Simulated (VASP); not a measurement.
# P (Imma) in VASP: notebook

Runs on P. Level: PBEsol+D3(BJ). Tasks: single point.

Program: VASP 6.6.1. These are calculated values, not measurements. Logs are shortened: lines on timing, memory, paths and dates and some standing lists are left out, and cuts for length are marked.

**1. The cell of the first run**

Symmetry: Imma, No. 74, orthorhombic system. The conventional cell has a = 3.429 Å, b = 5.099 Å, c = 3.618 Å, α = 90.00°, β = 90.00°, γ = 90.00°. Within 2.9 Å of P (site symmetry mm2) lie 6 P at 2.23 to 2.79 Å.

**2. Single point, PBEsol+D3(BJ)**

INCAR

```
SYSTEM = P
PREC = Accurate
ENCUT = 520
EDIFF = 1E-6
ISMEAR = 0
SIGMA = 0.15
LREAL = .FALSE.
LASPH = .TRUE.
NELM = 100
ALGO = Normal
ISIF = 2
LWAVE = .FALSE.
LCHARG = .FALSE.
GGA = PS
IVDW = 12
NBANDS = 12
```

KPOINTS

```
Automatic mesh
0
G
  20 20 20
  0 0 0
```

POSCAR

```
P
1.0
   -1.7146842933      2.5496236348      1.8090357972
    1.7146842933     -2.5496236348      1.8090357972
    1.7146842933      2.5496236348     -1.8090357972
P
2
Direct
    0.8033091100      0.0533091100      0.7500000000
    0.1966908900      0.9466908900      0.2500000000
```

Potentials or basis: VASP PAW PBE potentials, release 64 (P).

Launch:

```sh
cat potpaw_PBE.64/P/POTCAR > POTCAR
mpirun -np 1 vasp_std > vasp.out
```

OUTCAR:

```text
SYSTEM = P
   PREC = Accurate
   ENCUT = 520
   EDIFF = 1E-6
   ISMEAR = 0
   LREAL = .FALSE.
   LASPH = .TRUE.
   NELM = 100
   ISIF = 2
   GGA = PS
   IVDW = 12
 IVDW          = 12

 ion  position               nearest neighbor table
   1  0.803  0.053  0.750-   2 2.23   2 2.23   2 2.58   2 2.58   2 2.79   2 2.79
   2  0.197  0.947  0.250-   1 2.23   1 2.23   1 2.58   1 2.58   1 2.79   1 2.79

  LATTYP: Found a body centered orthorhombic cell.
 ALAT       =     3.4293685866
 B/A-ratio  =     1.0550255836
 C/A-ratio  =     1.4869347347

  Lattice vectors:

 A1 = (   1.7146842933,  -2.5496236348,  -1.8090357972)
 A2 = (  -1.7146842933,  -2.5496236348,   1.8090357972)
 A3 = (  -1.7146842933,   2.5496236348,  -1.8090357972)

Analysis of symmetry for initial positions (statically):
=====================================================================
 Subroutine PRICEL returns:
 Original cell was already a primitive cell.

 Routine SETGRP: Setting up the symmetry group for a
 body centered orthorhombic supercell.

 Subroutine GETGRP returns: Found  8 space group operations
 (whereof  4 operations were pure point group operations)
 out of a pool of  8 trial point group operations.

The static configuration has the point symmetry C_2h.
 The point group associated with its full space group is D_2h.

Analysis of symmetry for dynamics (positions and initial velocities):
=====================================================================
 Subroutine PRICEL returns:
 Original cell was already a primitive cell.

 Routine SETGRP: Setting up the symmetry group for a
 body centered orthorhombic supercell.

 Subroutine GETGRP returns: Found  8 space group operations
 (whereof  4 operations were pure point group operations)
 out of a pool of  8 trial point group operations.

The dynamic configuration has the point symmetry C_2h.
 The point group associated with its full space group is D_2h.

 Subroutine INISYM returns: Found  8 space group operations
 (whereof  4 operations are pure point group operations),
 and found     1 'primitive' translations

----------------------------------------------------------------------------------------

                                     Primitive cell

  volume of cell :      31.6350

  direct lattice vectors                    reciprocal lattice vectors
    -1.714684293  2.549623635  1.809035797     0.000000000  0.196107376  0.276390329
[... 96 lines left out ...]
   PSTRESS=    0.0 pullay stress
   NELECT =      10.0000    total number of electrons
   NUPDOWN=      -1.0000    fix difference up-down
   EMIN   =  10.00;   EMAX   =-10.00  energy-range for DOS
   EFERMI =   0.00;   METHOD = LEGACY
   ISMEAR =     0;   SIGMA  =   0.15  broadening in eV -4-tet -1-fermi 0-gaus
   EFERMI_NEDOS =   21; number of points for ismear=-14 and -15
   IALGO  =     38    algorithm
   IMIX   =      4    mixing-type and parameters
     AMIX     =   0.40;   BMIX     =  1.00
     AMIX_MAG =   1.60;   BMIX_MAG =  1.00
  volume/ion in A,a.u.               =      15.82       106.74
  Fermi-wavevector in a.u.,A,eV,Ry     =   1.115199  2.107421 16.921141  1.243669
  Thomas-Fermi vector in A             =   2.251801
   LORBIT       =      0    0 simple, 1 ext, 2 COOP (PROOUT), +10 PAW based schemes
   GGA     = PS    functional components
   LHFCALC =     F    Hartree Fock is set to
   AEXX    =    0.0000 exact exchange contribution
   IVDW    =    12    specifies the selected vdW correction
   LEPSILON=     F    determine dielectric tensor
   LRPA    =     F    only Hartree local field effects (RPA)
 non-spin polarized calculation
 Gauss-broadening in eV      SIGMA  =   0.15
  energy-cutoff  :      520.00
  volume of cell :       31.63
 maximum number of plane-waves:       871
   NGX = 13   NGY = 13   NGZ = 13

 number of electron      10.0000000 magnetization

 number of electron       9.9999999 magnetization

 Free energy of the ion-electron system (eV)
  ---------------------------------------------------
  ext. energy  EPLUGINS =         0.00000000
  ---------------------------------------------------
  free energy    TOTEN  =       -11.53179373 eV

  energy without entropy =      -11.52939543  energy(sigma->0) =      -11.53059458

 E-fermi :   8.8275     XC(G=0): -10.9704

 val. band max:        8.8163632377   @ k =   0.2000  -0.1500   0.0500
 cond. band min:       8.8398631832   @ k =   0.5000   0.2500   0.1000
 fundamental gap:      0.0234999455
 Fermi energy:         8.8275209867

 k-point     1 :       0.0000    0.0000    0.0000
  band No.  band energies     occupation
      1      -7.4848      2.00000
      2       5.7043      2.00000
      3       6.0037      2.00000
      4       6.0244      2.00000
      5       7.0305      2.00000
      6      10.3863      0.00000
      7      11.0762      0.00000
      8      13.4212      0.00000
      9      13.7740      0.00000
     10      15.2014      0.00000
     11      15.5756      0.00000
     12      15.8991      0.00000
[... 331 lines left out ...]
 k-point    24 :      -0.4000    0.0500   -0.0000
  band No.  band energies     occupation
      1      -5.6366      2.00000
      2      -0.8310      2.00000
      3       5.1082      2.00000
      4       7.0970      2.00000
      5       7.4347      2.00000
      6       9.4343      0.00000
      7       9.7322      0.00000
      8      11.3631      0.00000
      9      16.4246      0.00000
     10      16.6469      0.00000
     11      18.4147      0.00000
     12      22.3390      0.00000

 [... further k-points ...]

------------------------ aborting loop because EDIFF is reached ----------------------------------------

 Edisp (eV)   -0.71451

 E8    (eV) :    -0.4237

  FORCE on cell =-STRESS in cart. coord.  units (eV):
  Direction    XX          YY          ZZ          XY          YZ          ZX
  --------------------------------------------------------------------------------------
  -------------------------------------------------------------------------------------
  Total      -0.89455    -1.88150    -0.09708     0.00000    -0.00000     0.00000
  in kB     -45.30524   -95.29000    -4.91660     0.00000    -0.00000     0.00000
  external pressure =      -48.50 kB  Pullay stress =        0.00 kB

 VOLUME and BASIS-vectors are now :
 -----------------------------------------------------------------------------
  energy-cutoff  :      520.00
  volume of cell :       31.63
      direct lattice vectors                 reciprocal lattice vectors
    -1.714684293  2.549623635  1.809035797     0.000000000  0.196107376  0.276390329
     1.714684293 -2.549623635  1.809035797     0.291598869  0.000000000  0.276390329
     1.714684293  2.549623635 -1.809035797     0.291598869  0.196107376  0.000000000

 POSITION                                       TOTAL-FORCE (eV/Angst)
 -----------------------------------------------------------------------------------
      0.00000      3.82444      0.19288         0.000000     -0.000000     -0.594958
      1.71468     -1.27481      1.61616        -0.000000      0.000000      0.594958
 -----------------------------------------------------------------------------------
    total drift:                                0.000000     -0.000000     -0.000000

  FREE ENERGIE OF THE ION-ELECTRON SYSTEM (eV)
  ---------------------------------------------------
  free  energy   TOTEN  =       -12.2463035780 eV

  energy  without entropy=      -12.2439052782  energy(sigma->0) =      -12.24510443
```

OSZICAR:

```text
N       E                     dE             d eps       ncg     rms          rms(c)
DAV:   1     0.176605558458E+02    0.17661E+02   -0.44408E+03 28000   0.717E+02
DAV:   2    -0.105451338157E+02   -0.28206E+02   -0.26911E+02 36904   0.112E+02
DAV:   3    -0.115745785834E+02   -0.10294E+01   -0.10218E+01 36176   0.197E+01
DAV:   4    -0.115810208904E+02   -0.64423E-02   -0.64399E-02 33120   0.187E+00
DAV:   5    -0.115810696415E+02   -0.48751E-04   -0.48750E-04 36612   0.157E-01    0.683E+00
DAV:   6    -0.115484409819E+02    0.32629E-01   -0.90810E-03 32900   0.571E-01    0.403E+00
DAV:   7    -0.115317685087E+02    0.16672E-01   -0.17821E-02 33140   0.838E-01    0.899E-02
DAV:   8    -0.115317762142E+02   -0.77055E-05   -0.20177E-03 32428   0.306E-01    0.805E-02
DAV:   9    -0.115317868168E+02   -0.10603E-04   -0.67970E-05 35668   0.574E-02    0.519E-02
DAV:  10    -0.115317936070E+02   -0.67901E-05   -0.67345E-06 33536   0.172E-02    0.115E-02
DAV:  11    -0.115317937327E+02   -0.12569E-06   -0.64930E-07 20788   0.553E-03
   1 F= -.12246304E+02 E0= -.12245104E+02  d E =-.239830E-02
```

Wall time 6.8 min (1 thread of Intel Xeon 8259CL, shared host); peak memory 0.44 GiB.

Results:

```
Free energy                : -12.2463 eV
Pressure                   : -4.9 GPa
Largest force              : 0.595 eV/Å
Band gap on the k mesh     : zero (bands 5 and 6 overlap by 1.36 eV)
Dispersion energy per atom : -0.357 eV
```

Forces in eV/Å, atoms in the order of the input:
```
P    0.000  0.000 -0.595
P    0.000  0.000  0.595
```

Caveat: the cell stands under tension; the PAW data sets were made with another functional, which shifts forces and pressure a little.

**3. Single point, PBEsol+D3(BJ)**

Changes to INCAR since step 2:

```diff
@@ -8,3 +8,3 @@
 LASPH = .TRUE.
-NELM = 100
+NELM = 60
 ALGO = Normal
```

KPOINTS is that of step 2.

POSCAR

```
P
1.0
   -1.6642228514      2.4745907642      1.9204037180
    1.6642228514     -2.4745907642      1.9204037180
    1.6642228514      2.4745907642     -1.9204037180
P
2
Direct
    0.8033091100      0.0533091100      0.7500000000
    0.1966908900      0.9466908900      0.2500000000
```

Potentials or basis: VASP PAW PBE potentials, release 64 (P).

Launch:

```sh
cat potpaw_PBE.64/P/POTCAR > POTCAR
mpirun -np 1 vasp_std > vasp.out
```

Wall time 7.3 min (1 thread of Intel Xeon 8259CL, shared host); peak memory 0.44 GiB.

It converged, with:

```yaml
Free_energy: -12.2439 eV
Pressure: -4.0 GPa
Largest_force: 0.135 eV/Å
Band_gap_on_the_k_mesh: zero (bands 5 and 6 overlap by 0.89 eV)
Dispersion_energy_per_atom: -0.357 eV
```

Forces on the atoms (eV/Å):
```
P    0.000  0.000 -0.135
P    0.000  0.000  0.135
```

Stress tensor (GPa, compression positive):
```
-2.88  0.00  0.00
 0.00 -1.13  0.00
 0.00  0.00 -7.95
```

Levels at points of the mesh, in eV from the Fermi level:
```tsv
k point	band 3	band 4	band 5	band 6	band 7	band 8
(0.00, 0.00, 0.00)	-3.20	-2.54	-2.33	1.33	2.67	3.81
(0.50, 0.00, 0.00)	-2.92	-1.64	-1.56	0.65	1.02	1.96
(0.00, 0.50, 0.00)	-6.30	-5.28	-5.25	0.33	6.11	7.63
(0.50, 0.50, 0.00)	-3.64	-3.64	-0.22	-0.22	0.21	0.21
(0.50, 0.50, 0.50)	-8.30	-5.58	-4.74	0.25	6.47	8.58
```

Caveat: the cell stands under tension; the PAW data sets were made with another functional, which shifts forces and pressure a little.

**4. Single point, PBEsol+D3(BJ)**

This run uses another cell than the first one, of the same volume but with other edges.

INCAR

```
  PREC = Accurate
  ENCUT = 520
  EDIFF = 1E-6
  ISMEAR = 0
  SIGMA = 0.15
  LREAL = F
  LASPH = T
  NELM = 100
  ALGO = Normal
  ISIF = 2
  LWAVE = F
  LCHARG = T
  GGA = PS
  IVDW = 12
  LELF = T
  LVHAR = T
  NBANDS = 12
```

KPOINTS

```
regular mesh
0
Gamma
  20 20 20
```

POSCAR

```
P
1.0
   -1.8221239577      2.7093794038      1.6019894932
    1.8221239577     -2.7093794038      1.6019894932
    1.8221239577      2.7093794038     -1.6019894932
P
2
Direct
    0.8033091100      0.0533091100      0.7500000000
    0.1966908900      0.9466908900      0.2500000000
```

Potentials or basis: VASP PAW PBE potentials, release 64 (P).

Launch:

```sh
cat potpaw_PBE.64/P/POTCAR > POTCAR
mpirun -np 1 vasp_std > vasp.out
```

OUTCAR:

```text
PREC = Accurate
   ENCUT = 520
   EDIFF = 1E-6
   ISMEAR = 0
   LREAL = F
   LASPH = T
   NELM = 100
   ISIF = 2
   GGA = PS
   IVDW = 12
 IVDW          = 12

 ion  position               nearest neighbor table
   1  0.803  0.053  0.750-   2 2.22   2 2.22   2 2.66   2 2.66   2 2.73   2 2.73
   2  0.197  0.947  0.250-   1 2.22   1 2.22   1 2.66   1 2.66   1 2.73   1 2.73

  LATTYP: Found a body centered orthorhombic cell.
 ALAT       =     3.2039789864
 B/A-ratio  =     1.1374131762
 C/A-ratio  =     1.6912591595

  Lattice vectors:

 A1 = (   1.8221239577,  -2.7093794038,   1.6019894932)
 A2 = (  -1.8221239577,  -2.7093794038,  -1.6019894932)
 A3 = (   1.8221239577,   2.7093794038,  -1.6019894932)

Analysis of symmetry for initial positions (statically):
=====================================================================
 Subroutine PRICEL returns:
 Original cell was already a primitive cell.

 Routine SETGRP: Setting up the symmetry group for a
 body centered orthorhombic supercell.

 Subroutine GETGRP returns: Found  8 space group operations
[... 177 lines left out ...]
      2       4.0783      2.00000
      3       5.7430      2.00000
      4       7.2394      2.00000
      5       7.8620      2.00000
      6       9.7115      0.00000
      7      11.0283      0.00000
      8      12.6271      0.00000
      9      14.3457      0.00000
     10      15.1980      0.00000
     11      16.0463      0.00000
     12      16.1810      0.00000
[... 331 lines left out ...]
 k-point    24 :      -0.4000    0.0500    0.0000
  band No.  band energies     occupation
      1      -5.3838      2.00000
      2      -0.2121      2.00000
      3       4.2066      2.00000
      4       6.7917      2.00000
      5       6.9949      2.00000
      6       8.6307      0.01713
      7       9.2101      0.00000
      8      10.9637      0.00000
      9      15.4890      0.00000
     10      17.2693      0.00000
     11      19.4603      0.00000
     12      21.3199      0.00000

 [... further k-points ...]

------------------------ aborting loop because EDIFF is reached ----------------------------------------

 Edisp (eV)   -0.71501

 E8    (eV) :    -0.4241

  FORCE on cell =-STRESS in cart. coord.  units (eV):
  Direction    XX          YY          ZZ          XY          YZ          ZX
  --------------------------------------------------------------------------------------
  -------------------------------------------------------------------------------------
  Total      -1.41911    -4.33416     2.72843     0.00000     0.00000     0.00000
  in kB     -71.87172  -219.50678   138.18329     0.00000     0.00000     0.00000
  external pressure =      -51.07 kB  Pullay stress =        0.00 kB

 VOLUME and BASIS-vectors are now :
 -----------------------------------------------------------------------------
  energy-cutoff  :      520.00
  volume of cell :       31.63
      direct lattice vectors                 reciprocal lattice vectors
    -1.822123958  2.709379404  1.601989493     0.000000000  0.184544106  0.312111910
     1.822123958 -2.709379404  1.601989493     0.274405041  0.000000000  0.312111910
     1.822123958  2.709379404 -1.601989493     0.274405041  0.184544106  0.000000000

 POSITION                                       TOTAL-FORCE (eV/Angst)
 -----------------------------------------------------------------------------------
      0.00000      4.06407      0.17080        -0.000000     -0.000000     -1.030052
      1.82212     -1.35469      1.43119         0.000000      0.000000      1.030052
 -----------------------------------------------------------------------------------
    total drift:                                0.000000     -0.000000     -0.000000

  FREE ENERGIE OF THE ION-ELECTRON SYSTEM (eV)
  ---------------------------------------------------
  free  energy   TOTEN  =       -11.7845540227 eV

  energy  without entropy=      -11.7781845281  energy(sigma->0) =      -11.78136928
```

Run time: 7.7 min. Hardware: 1 thread of Intel Xeon 8259CL, shared host; peak memory 0.44 GiB.

What came out:

- Free energy: -11.7846 eV
- Pressure: -5.1 GPa
- Largest force: 1.030 eV/Å
- Band gap on the k mesh: zero (bands 5 and 6 overlap by 1.37 eV)
- Dispersion energy per atom: -0.358 eV

Forces in eV/Å, atoms in the order of the input:
```
P    0.000  0.000 -1.030
P    0.000  0.000  1.030
```

Stress tensor (GPa, compression positive):
```
 -7.19   0.00   0.00
  0.00 -21.95   0.00
  0.00   0.00  13.82
```

Caveat: the cell stands under tension; the PAW data sets were made with another functional, which shifts forces and pressure a little.

**5. Single point, PBEsol+D3(BJ)**

INCAR

```
SYSTEM = P
  ALGO = Normal
  EDIFF = 1E-7
  ENCUT = 520
  GGA = PS
  ISIF = 2
  ISMEAR = 0
  IVDW = 12
  LASPH = .True.
  LCHARG = .False.
  LREAL = .False.
  LWAVE = .False.
  NBANDS = 12
  NELM = 100
  PREC = Accurate
  SIGMA = 0.15
```

KPOINTS

```
k-points
0
Gamma
  20 20 20
  0 0 0
```

POSCAR

```
P
1.0
   -1.5498635453      2.3045459397      2.2142597904
    1.5498635453     -2.3045459397      2.2142597904
    1.5498635453      2.3045459397     -2.2142597904
P
2
Direct
    0.8033091100      0.0533091100      0.7500000000
    0.1966908900      0.9466908900      0.2500000000
```

Launch:

```sh
cat potpaw_PBE.64/P/POTCAR > POTCAR
mpirun -np 1 vasp_std > vasp.out
```

Run time: 8 min. Hardware: 1 thread of Intel Xeon 8259CL, shared host; peak memory 0.44 GiB.

Results (log left out):

```
Free energy                : -11.8346 eV
Pressure                   : -2.8 GPa
Largest force              : 0.890 eV/Å
Band gap on the k mesh     : zero (bands 5 and 6 overlap by 3.01 eV)
Dispersion energy per atom : -0.358 eV
```

Forces in eV/Å, atoms in the order of the input:
```
P    0.000  0.000  0.890
P    0.000  0.000 -0.890
```

Stress tensor (GPa, compression positive):
```
  3.38   0.00   0.00
  0.00   5.41   0.00
  0.00   0.00 -17.12
```

Levels at points of the mesh, in eV from the Fermi level:
| k point | band 3 | band 4 | band 5 | band 6 | band 7 | band 8 |
| --- | --- | --- | --- | --- | --- | --- |
| (0.00, 0.00, 0.00) | -3.88 | -3.25 | 0.34 | 0.94 | 2.95 | 4.07 |
| (0.50, 0.00, 0.00) | -2.29 | -1.00 | -0.13 | 1.45 | 2.30 | 2.32 |
| (0.00, 0.50, 0.00) | -5.46 | -5.15 | -4.09 | 0.99 | 2.76 | 5.50 |
| (0.50, 0.50, 0.00) | -4.40 | -4.40 | -1.29 | -1.29 | 1.98 | 1.98 |
| (0.50, 0.50, 0.50) | -8.25 | -5.99 | -2.69 | 1.95 | 6.61 | 9.11 |

Caveat: the PAW data sets were made with another functional, which shifts forces and pressure a little.

**6. Summary**

| cell | gap on the mesh (eV) | pressure (GPa) | largest force (eV/Å) |
| --- | --- | --- | --- |
| a = 3.566 Å, angles 122.5, 88.7, 119.0°, 2 atoms | none | -4.9 | 0.59 |
| a = 3.547 Å, angles 124.0, 91.5, 114.4°, 2 atoms | none | -4.0 | 0.13 |
| a = 3.637 Å, angles 119.9, 83.7, 127.7°, 2 atoms | none | -5.1 | 1.03 |
| a = 3.552 Å, angles 128.3, 99.1, 102.9°, 2 atoms | none | -2.8 | 0.89 |

Alike in all rows: task single point; level PBEsol+D3(BJ); potentials or basis VASP PAW PBE potentials, release 64 (P); no spin polarisation; k mesh 20 × 20 × 20; cutoff (eV) 520; smearing gaussian 0.15 eV.

Caveats: the PAW data sets were made with another functional, which shifts forces and pressure a little; the cell stands under tension (at least some runs).

Absolute energies hang on the potentials; compare differences alone.
